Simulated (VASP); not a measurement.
Crystal: GePt.

```
Ge Pt
1.0
     3.11269    0.00000    0.00000
     0.00000    3.11269    0.00000
     0.00000    0.00000    3.33733
Ge Pt
1 1
Direct
  0.50000 0.50000 0.50000
  0.00000 0.00000 0.00000
```

| Quantity | Value |
| --- | --- |
| Program | VASP 6.6.1 |
| Task | relaxation of cell and atoms |
| Functional | PBE |
| Potentials or basis | VASP PAW PBE potentials, release 64 (Ge_d, Pt) |
| Cutoff | 600 eV |
| k mesh | 6 × 6 × 6 |
| Occupations | gaussian, width 0.1 eV |
| Spin | no spin polarisation |

At the start: pressure 1.1 GPa; volume 16.17 Å³/atom.

Problem. How do energy, volume and symmetry change on relaxing?

Solution. Over 10 steps the energy falls by 5.0 meV/atom and the volume is 16.32 Å³/atom (+1.0 %); space group Pm-3m (No. 221, to 0.05 Å).

Step by step:
| step | energy change (eV) | largest force (eV/Å) | pressure (GPa) | volume (Å³) |
| --- | --- | --- | --- | --- |
| 1 | 0.0000 | 0.0000 | 1.05 | 32.33 |
| 2 | -0.0001 | 0.0000 | -1.24 | 32.83 |
| 3 | -0.0009 | 0.0000 | -0.06 | 32.59 |
| 4 | -0.0009 | 0.0000 | -0.13 | 32.60 |
| 5 | -0.0014 | 0.0000 | -0.19 | 32.62 |
| 6 | -0.0035 | 0.0000 | -0.27 | 32.65 |
| 7 | -0.0080 | 0.0000 | -0.62 | 32.72 |
| 8 | -0.0077 | 0.0000 | -1.02 | 32.81 |
| 9 | -0.0095 | 0.0000 | -0.72 | 32.77 |
| 10 | -0.0099 | 0.0000 | -0.08 | 32.64 |

Final structure:
```xyz
2
Lattice="3.1966 0.0000 0.0000 0.0000 3.1966 0.0000 0.0000 0.0000 3.1948" Properties=species:S:1:pos:R:3 pbc="T T T"
Ge    1.5983    1.5983    1.5974
Pt    0.0000    3.1966    0.0000
```
